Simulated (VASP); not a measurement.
# CrSiB3 (Pm-3m) in VASP: a series of runs

CrSiB3 is run at these levels: PBE; tasks: single point, relaxation of cell and atoms.

All numbers are computed with VASP 6.6.1; they aren't measurements. Logs are shortened: lines on timing, memory, paths and dates and some standing lists are left out, and cuts for length are marked.

### Step 1. The cell of the first run

The structure is cubic, space group Pm-3m (No. 221). Conventional cell: a = 3.925 Å, b = 3.925 Å, c = 3.925 Å, α = 90.00°, β = 90.00°, γ = 90.00°. Cr (site symmetry m-3m) has 12 B at 2.78 Å and 8 Si at 3.40 Å within 3.7 Å. Si (site symmetry m-3m) has 6 B at 1.96 Å within 2.6 Å. B (site symmetry 4/mmm) has 2 Si at 1.96 Å within 2.6 Å.

The cell was built from a structure type or drawn by symmetry, and may not be a known phase.

### Step 2. Single point, PBE, collinear spin, ferromagnetic start

File INCAR:

```
SYSTEM = CrSiB3
ALGO = Normal
EDIFF = 1E-7
ENCUT = 520
GGA = PE
ISIF = 2
ISMEAR = 0
ISPIN = 2
LASPH = .TRUE.
LCHARG = .FALSE.
LMAXMIX = 4
LORBIT = 11
LREAL = .FALSE.
LWAVE = .FALSE.
MAGMOM = 3 0 0 0 0
NBANDS = 24
NELM = 150
PREC = Accurate
SIGMA = 0.1
```

File KPOINTS:

```
k-points
0
G
  6 6 6
  0 0 0
```

File POSCAR:

```
CrSiB3
1.0
    3.9248376640      0.0000000000      0.0000000000
    0.0000000000      3.9248376640      0.0000000000
    0.0000000000      0.0000000000      3.9248376640
Cr Si B
1 1 3
Direct
    0.5000000000      0.5000000000      0.5000000000
    0.0000000000      0.0000000000      0.0000000000
    0.5000000000      0.0000000000      0.0000000000
    0.0000000000      0.5000000000      0.0000000000
    0.0000000000      0.0000000000      0.5000000000
```

Potentials or basis: VASP PAW PBE potentials, release 64 (Cr_pv, Si, B).

Started as:

```
$ cat potpaw_PBE.64/Cr_pv/POTCAR potpaw_PBE.64/Si/POTCAR potpaw_PBE.64/B/POTCAR > POTCAR
$ mpirun -np 1 vasp_std > vasp.out
```

OUTCAR:

```text
SYSTEM = CrSiB3
   EDIFF = 1E-7
   ENCUT = 520
   GGA = PE
   ISIF = 2
   ISMEAR = 0
   ISPIN = 2
   LASPH = .TRUE.
   LORBIT = 11
   LREAL = .FALSE.
   NELM = 150
   PREC = Accurate

 ion  position               nearest neighbor table
   1  0.500  0.500  0.500-
   2  0.000  0.000  0.000-   3 1.96   4 1.96   5 1.96   5 1.96   4 1.96   3 1.96
   3  0.500  0.000  0.000-   2 1.96   2 1.96
   4  0.000  0.500  0.000-   2 1.96   2 1.96
   5  0.000  0.000  0.500-   2 1.96   2 1.96

  LATTYP: Found a simple cubic cell.
 ALAT       =     3.9248376640

  Lattice vectors:

 A1 = (   3.9248376640,   0.0000000000,   0.0000000000)
 A2 = (   0.0000000000,   3.9248376640,   0.0000000000)
 A3 = (   0.0000000000,   0.0000000000,   3.9248376640)

Analysis of symmetry for initial positions (statically):
=====================================================================
 Subroutine PRICEL returns:
 Original cell was already a primitive cell.

 Routine SETGRP: Setting up the symmetry group for a
 simple cubic supercell.

 Subroutine GETGRP returns: Found 48 space group operations
 (whereof 48 operations were pure point group operations)
 out of a pool of 48 trial point group operations.

The static configuration has the point symmetry O_h .

Analysis of symmetry for dynamics (positions and initial velocities):
=====================================================================
 Subroutine PRICEL returns:
 Original cell was already a primitive cell.

 Routine SETGRP: Setting up the symmetry group for a
 simple cubic supercell.

 Subroutine GETGRP returns: Found 48 space group operations
 (whereof 48 operations were pure point group operations)
 out of a pool of 48 trial point group operations.

The dynamic configuration has the point symmetry O_h .

Analysis of structural, dynamic, and magnetic symmetry:
=====================================================================
 Subroutine PRICEL returns:
 Original cell was already a primitive cell.

 Routine SETGRP: Setting up the symmetry group for a
 simple cubic supercell.

 Subroutine GETGRP returns: Found 48 space group operations
 (whereof 48 operations were pure point group operations)
 out of a pool of 48 trial point group operations.

The overall configuration has the point symmetry O_h .

 Subroutine INISYM returns: Found 48 space group operations
 (whereof 48 operations are pure point group operations),
 and found     1 'primitive' translations

----------------------------------------------------------------------------------------

                                     Primitive cell

  volume of cell :      60.4596

  direct lattice vectors                    reciprocal lattice vectors
     3.924837664  0.000000000  0.000000000     0.254787608  0.000000000  0.000000000
     0.000000000  3.924837664  0.000000000     0.000000000  0.254787608  0.000000000
     0.000000000  0.000000000  3.924837664     0.000000000  0.000000000  0.254787608

  length of vectors
     3.924837664  3.924837664  3.924837664     0.254787608  0.254787608  0.254787608

  position of ions in fractional coordinates (direct lattice)
     0.500000000  0.500000000  0.500000000
     0.000000000  0.000000000  0.000000000
     0.500000000  0.000000000  0.000000000
     0.000000000  0.500000000  0.000000000
     0.000000000  0.000000000  0.500000000

  ion indices of the primitive-cell ions
   primitive index   ion index
                 1           1
                 2           2
                 3           3
                 4           4
                 5           5

----------------------------------------------------------------------------------------

 KPOINTS: k-points

Automatic generation of k-mesh.
 Grid dimensions read from file:
 generate k-points for:    6    6    6

 Generating k-lattice:

  Cartesian coordinates                     Fractional coordinates (reciprocal lattice)
     0.042464601  0.000000000  0.000000000     0.166666667  0.000000000  0.000000000
     0.000000000  0.042464601  0.000000000     0.000000000  0.166666667  0.000000000
     0.000000000  0.000000000  0.042464601     0.000000000  0.000000000  0.166666667

  Length of vectors
     0.042464601  0.042464601  0.042464601

  Shift w.r.t. Gamma in fractional coordinates (k-lattice)
     0.000000000  0.000000000  0.000000000

 Subroutine IBZKPT returns following result:
 ===========================================

 Found     20 irreducible k-points:

 Following reciprocal coordinates:
            Coordinates               Weight
  0.000000  0.000000  0.000000      1.000000
  0.166667  0.000000  0.000000      6.000000
  0.333333  0.000000  0.000000      6.000000
  0.500000  0.000000  0.000000      3.000000
  0.166667  0.166667  0.000000     12.000000
  0.333333  0.166667  0.000000     24.000000
[... 12 lines left out ...]
  0.500000  0.500000  0.333333      6.000000
  0.500000  0.500000  0.500000      1.000000
   k-points           NKPTS =     20   k-points in BZ     NKDIM =     20   number of bands    NBANDS=     24
   number of dos      NEDOS =    301   number of ions     NIONS =      5
   total plane-waves  NPLWV =  27000
   dimension x,y,z NGX =    30 NGY =   30 NGZ =   30
   dimension x,y,z NGXF=    60 NGYF=   60 NGZF=   60
   ions per type =               1   1   3
   NGX,Y,Z   is equivalent  to a cutoff of  12.71, 12.71, 12.71 a.u.
   NGXF,Y,Z  is equivalent  to a cutoff of  25.41, 25.41, 25.41 a.u.
 SYSTEM =  CrSiB3
   PREC   = accura    normal or accurate (medium, high low for compatibility)
   ISTART =      0    job   : 0-new  1-cont  2-samecut
   ICHARG =      2    charge: 1-file 2-atom 10-const
   ISPIN  =      2    spin polarized calculation?
   LNONCOLLINEAR =      F non collinear calculations
   LSORBIT =      F    spin-orbit coupling
   LASPH  =      T    aspherical Exc in radial PAW
   ENCUT  =  520.0 eV  38.22 Ry    6.18 a.u.   7.30  7.30  7.30*2*pi/ulx,y,z
   NELM   =    150;   NELMIN=  2; NELMDL= -5     # of ELM steps
   EDIFF  = 0.1E-06   stopping-criterion for ELM
   LREAL  =      F    real-space projection
   EDIFFG = 0.1E-05   stopping-criterion for IOM
   NSW    =      0    number of steps for IOM
   IBRION =     -1    ionic relax: 0-MD 1-quasi-New 2-CG
   NFREE  =      0    steps in history (QN), initial steepest desc. (CG)
   ISIF   =      2    stress and relaxation
   ISYM   =      2    0-nonsym 1-usesym 2-fastsym
   POTIM  = 0.5000    time-step for ionic-motion
   TEBEG  =    0.0;   TEEND  =   0.0 temperature during run
   PSTRESS=    0.0 pullay stress
   NELECT =      25.0000    total number of electrons
   NUPDOWN=      -1.0000    fix difference up-down
   EMIN   =  10.00;   EMAX   =-10.00  energy-range for DOS
   EFERMI =   0.00;   METHOD = LEGACY
   ISMEAR =     0;   SIGMA  =   0.10  broadening in eV -4-tet -1-fermi 0-gaus
   EFERMI_NEDOS =   21; number of points for ismear=-14 and -15
   IALGO  =     38    algorithm
   IMIX   =      4    mixing-type and parameters
     AMIX     =   0.40;   BMIX     =  1.00
     AMIX_MAG =   1.60;   BMIX_MAG =  1.00
  volume/ion in A,a.u.               =      12.09        81.60
  Fermi-wavevector in a.u.,A,eV,Ry     =   1.219644  2.304793 20.239099  1.487532
  Thomas-Fermi vector in A             =   2.354889
   LORBIT       =     11    0 simple, 1 ext, 2 COOP (PROOUT), +10 PAW based schemes
   GGA     = PE    functional components
   LHFCALC =     F    Hartree Fock is set to
   AEXX    =    0.0000 exact exchange contribution
   IVDW    =     0    specifies the selected vdW correction
   LEPSILON=     F    determine dielectric tensor
   LRPA    =     F    only Hartree local field effects (RPA)
 spin polarized calculation
 Gauss-broadening in eV      SIGMA  =   0.10
  energy-cutoff  :      520.00
  volume of cell :       60.46
 maximum number of plane-waves:      1654
 NGX is ok and might be reduce to    30
   NGX = 15   NGY = 15   NGZ = 15

 number of electron      25.0000013 magnetization       0.6146285

 number of electron      25.0000011 magnetization      -0.4341972

 Free energy of the ion-electron system (eV)
  ---------------------------------------------------
  ext. energy  EPLUGINS =         0.00000000
  ---------------------------------------------------
  free energy    TOTEN  =       -25.91699576 eV

  energy without entropy =      -25.88175382  energy(sigma->0) =      -25.89937479

 E-fermi :   6.2194     XC(G=0): -10.9663

 val. band max:        6.2137123980   @ k =   0.3333   0.3333   0.3333
 cond. band min:       6.2206970131   @ k =   0.3333   0.1667   0.0000
 fundamental gap:      0.0069846151
 Fermi energy:         6.2193651735

 spin component 1

 k-point     1 :       0.0000    0.0000    0.0000
  band No.  band energies     occupation
      1     -36.5176      1.00000
      2     -36.5176      1.00000
      3     -36.5176      1.00000
      4      -6.8417      1.00000
      5       0.8485      1.00000
      6       0.8485      1.00000
[... 529 lines left out ...]
     23      16.4612      0.00000
     24      16.4612      0.00000
 Fermi energy:         6.2193651735

 spin component 2

 k-point     1 :       0.0000    0.0000    0.0000
  band No.  band energies     occupation
      1     -37.0521      1.00000
      2     -37.0520      1.00000
      3     -37.0520      1.00000
      4      -6.8317      1.00000
      5       0.8409      1.00000
      6       0.8409      1.00000
[... 529 lines left out ...]
     23      16.4742      0.00000
     24      16.4742      0.00000

------------------------ aborting loop because EDIFF is reached ----------------------------------------

  FORCE on cell =-STRESS in cart. coord.  units (eV):
  Direction    XX          YY          ZZ          XY          YZ          ZX
  --------------------------------------------------------------------------------------
  -------------------------------------------------------------------------------------
  Total       -1.7258842     -1.7258842     -1.7258842      0.0000000     -0.0000000      0.0000000
  in kB      -45.7358911    -45.7358911    -45.7358911      0.0000000     -0.0000000      0.0000000
  external PRESSURE =     -45.7358911 kB  Pullay stress =       0.0000000 kB

 VOLUME and BASIS-vectors are now :
 -----------------------------------------------------------------------------
  energy-cutoff  :      520.00
  volume of cell :       60.46
      direct lattice vectors                 reciprocal lattice vectors
     3.924837664  0.000000000  0.000000000     0.254787608  0.000000000  0.000000000
     0.000000000  3.924837664  0.000000000     0.000000000  0.254787608  0.000000000
     0.000000000  0.000000000  3.924837664     0.000000000  0.000000000  0.254787608

 POSITION                                       TOTAL-FORCE (eV/Angst)
 -----------------------------------------------------------------------------------
      1.96242      1.96242      1.96242         0.000000      0.000000      0.000000
      0.00000      0.00000      0.00000         0.000000      0.000000      0.000000
      1.96242      0.00000      0.00000         0.000000      0.000000      0.000000
      0.00000      1.96242      0.00000         0.000000      0.000000      0.000000
      0.00000      0.00000      1.96242         0.000000      0.000000      0.000000
 -----------------------------------------------------------------------------------
    total drift:                                0.000000      0.000000      0.000000

  FREE ENERGIE OF THE ION-ELECTRON SYSTEM (eV)
  ---------------------------------------------------
  free  energy   TOTEN  =       -25.9169957575 eV

  energy  without entropy=      -25.8817538231  energy(sigma->0) =      -25.89937479

 total charge

# of ion       s       p       d       tot
------------------------------------------
    1        0.199   6.093   4.055  10.347
    2        0.720   1.041   0.000   1.761
    3        0.799   0.894   0.000   1.693
    4        0.799   0.894   0.000   1.693
    5        0.799   0.894   0.000   1.693
--------------------------------------------------
tot          3.316   9.815   4.055  17.186

 magnetization (x)

# of ion       s       p       d       tot
------------------------------------------
    1       -0.004   0.001  -0.524  -0.527
    2       -0.004  -0.031   0.000  -0.035
    3       -0.001   0.018   0.000   0.017
    4       -0.001   0.018   0.000   0.017
    5       -0.001   0.018   0.000   0.017
--------------------------------------------------
tot         -0.011   0.024  -0.524  -0.511
```

It took 3.4 min on 1 thread of Intel Xeon Platinum 8259CL at 2.50GHz (Skylake/Cascade Lake), shared host; peak memory 0.21 GiB.

Results:

```
Free energy                                           : -25.9170 eV
Pressure                                              : -4.6 GPa
Net moment                                            : -0.43 μB per cell
Site moments                                          : Cr -0.53; Si -0.04; B +0.02 μB
Valence electrons inside the program's atomic spheres : Cr 10.35; Si 1.76; B 1.69
```

Caveat: the cell stands under tension; a cell with one magnetic atom can't hold antiferromagnetic order, which such compounds often take.

### Step 3. Relaxation of cell and atoms, PBE, collinear spin, ferromagnetic start

This run uses another cell than the first one, of 10.38 Å³/atom.

File INCAR:

```
  ALGO = Normal
  EDIFF = 1E-7
  EDIFFG = -0.04
  ENCUT = 600
  GGA = PE
  IBRION = 2
  ISIF = 3
  ISMEAR = 0
  ISPIN = 2
  LASPH = T
  LCHARG = F
  LMAXMIX = 4
  LORBIT = 11
  LREAL = F
  LWAVE = F
  MAGMOM = 3 0 0 0 0
  NELM = 150
  NSW = 90
  PREC = Accurate
  SIGMA = 0.1
```

File KPOINTS:

```
k-points
0
Gamma
  6 6 6
```

POSCAR, as its differences from that of step 2:

```diff
@@ -2,5 +2,5 @@
 1.0
-    3.9248376640      0.0000000000      0.0000000000
-    0.0000000000      3.9248376640      0.0000000000
-    0.0000000000      0.0000000000      3.9248376640
+    3.7305706200      0.0000000000      0.0000000000
+    0.0000000000      3.7305706200      0.0000000000
+    0.0000000000      0.0000000000      3.7305706200
 Cr Si B
```

Potentials or basis: VASP PAW PBE potentials, release 64 (Cr_pv, Si, B).

Started as:

```
$ cat potpaw_PBE.64/Cr_pv/POTCAR potpaw_PBE.64/Si/POTCAR potpaw_PBE.64/B/POTCAR > POTCAR
$ mpirun -np 1 vasp_std > vasp.out
```

It took 9.6 min on 1 thread of Intel Xeon Platinum 8259CL at 2.50GHz (Skylake/Cascade Lake), shared host; peak memory 0.22 GiB.

The run converged. Its results:

- Free energy: -25.9556 eV
- Relaxed volume: 11.54 Å³/atom
- Relaxed cell: a = 3.864 Å, b = 3.864 Å, c = 3.864 Å, α = 90.00°, β = 90.00°, γ = 90.00°
- Space group after relaxing (to 0.1 Å): Pm-3m (No. 221)
- Energy gained by relaxing: 49.4 meV/atom
- Ionic steps: 3
- Pressure after relaxing: 0.2 GPa
- Net moment: 0.43 μB per cell
- Site moments: Cr +0.46; Si +0.04; B -0.01 μB
- Valence electrons inside the program's atomic spheres: Cr 10.37; Si 1.81; B 1.73

Step by step:
| step | energy change (eV) | largest force (eV/Å) | pressure (GPa) | volume (Å³) |
| --- | --- | --- | --- | --- |
| 1 | 0.0000 | 0.0000 | 15.02 | 51.92 |
| 2 | -0.2250 | 0.0000 | -3.22 | 59.59 |
| 3 | -0.2470 | 0.0000 | 0.20 | 57.68 |

Final structure:
```
Cr Si B
1.0
     3.86365    0.00000    0.00000
     0.00000    3.86365    0.00000
     0.00000    0.00000    3.86365
Cr Si B
1 1 3
Direct
  0.50000 0.50000 0.50000
  0.00000 0.00000 0.00000
  0.50000 0.00000 0.00000
  0.00000 0.50000 0.00000
  0.00000 0.00000 0.50000
```

Levels at points of the mesh, in eV from the Fermi level:
Spin up:
| k point | band 10 | band 11 | band 12 | band 13 | band 14 | band 15 |
| --- | --- | --- | --- | --- | --- | --- |
| (0.00, 0.00, 0.00) | -0.76 | -0.76 | -0.76 | -0.16 | 0.82 | 0.82 |
| (0.50, 0.00, 0.00) | -1.46 | -0.68 | -0.57 | -0.57 | -0.35 | -0.35 |
| (0.50, 0.50, 0.00) | -2.13 | -2.13 | 0.27 | 0.59 | 1.43 | 1.43 |
| (0.50, 0.50, 0.50) | -4.02 | 0.00 | 0.00 | 0.00 | 0.60 | 0.60 |
Spin down:
```
           k point  band 8  band 9  band 10  band 11  band 12  band 13  band 14  band 15  band 16  band 17
(0.00, 0.00, 0.00)   -4.49   -4.49    -0.11     0.21     0.21     0.36     0.36     0.36     2.62     2.62
(0.50, 0.00, 0.00)   -3.35   -2.14    -1.45    -0.38    -0.38    -0.34     0.32     0.32     0.47     1.14
(0.50, 0.50, 0.00)   -4.00   -2.35    -1.59    -1.59    -0.25    -0.07     1.29     1.37     1.37     3.02
(0.50, 0.50, 0.50)   -4.07   -4.07    -4.07    -0.13    -0.13     1.15     1.15     1.15     2.01     2.08
```

Caveat: a cell with one magnetic atom can't hold antiferromagnetic order, which such compounds often take.
